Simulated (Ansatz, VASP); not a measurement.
**Be2Al: VASP beside Ansatz**

Contents of INCAR:

```
SYSTEM = Be2Al
PREC = Accurate ; ENCUT = 600
EDIFF = 1E-7 ; ISMEAR = 0
SIGMA = 0.1 ; LREAL = .False.
LASPH = .True. ; NELM = 100
ALGO = Fast ; ISIF = 3
LWAVE = .False. ; LCHARG = .False.
GGA = PE ; IBRION = 2
NSW = 100 ; EDIFFG = -0.01
```

KPOINTS

```
regular mesh
0
Gamma
  20 20 20
  0 0 0
```

The input POSCAR:

```
Be2Al
1.0
   -1.5761357105      1.5761357105      3.5017036182
    1.5761357105     -1.5761357105      3.5017036182
    1.5761357105      1.5761357105     -3.5017036182
Be Al
2 1
Direct
    0.6659046097      0.6659046097      0.0000000000
    0.3340953903      0.3340953903      0.0000000000
    0.0000000000      0.0000000000      0.0000000000
```

Input for Ansatz:

```yaml
crystal:
  lattice:
    - [-1.5761357105, 1.5761357105, 3.5017036182]
    - [1.5761357105, -1.5761357105, 3.5017036182]
    - [1.5761357105, 1.5761357105, -3.5017036182]
  atoms:
    - { symbol: Be, position: [0.6659046097, 0.6659046097, 0.0] }
    - { symbol: Be, position: [0.3340953903, 0.3340953903, 0.0] }
    - { symbol: Al, position: [0.0, 0.0, 0.0] }
basis:
  ecutwfc: 420
kpoints:
  mp_grid: { grid: [20, 20, 20] }
hamiltonian:
  xc: pbe
scf:
  occupations: { method: gaussian, width: 0.1 }
output:
  forces: true
  stress: true
  eigenvalues: true
relax:
  adjacent_minimum: "off"
  f_tol: 0.01
  max_steps: 80
  cell: { stress_tol: 0.05 }
```

Alike in both runs: task relaxation of cell and atoms; functional PBE; k mesh 20 × 20 × 20; occupations gaussian, width 0.1 eV; no spin polarisation.

```csv
,VASP,Ansatz
version,VASP 6.6.1,Ansatz 0.2.0
potentials or method,"VASP PAW PBE potentials, release 64 (Be, Al), cutoff 600 eV","scalar-relativistic, plane waves, PAW"
valence electrons in the cell,7,7
```

```tsv
	VASP	Ansatz	Ansatz less VASP
gap on the k mesh at the Fermi level, each at its own relaxed structure (eV)	none	none	-
relaxed volume (Å³/atom)	11.64	11.63	-0.006
relaxed length of the cell vector where the two differ most in proportion (Å)	4.155	4.153	-0.0015
```

A gap of «none» marks a metal or a gap that the smearing closes.
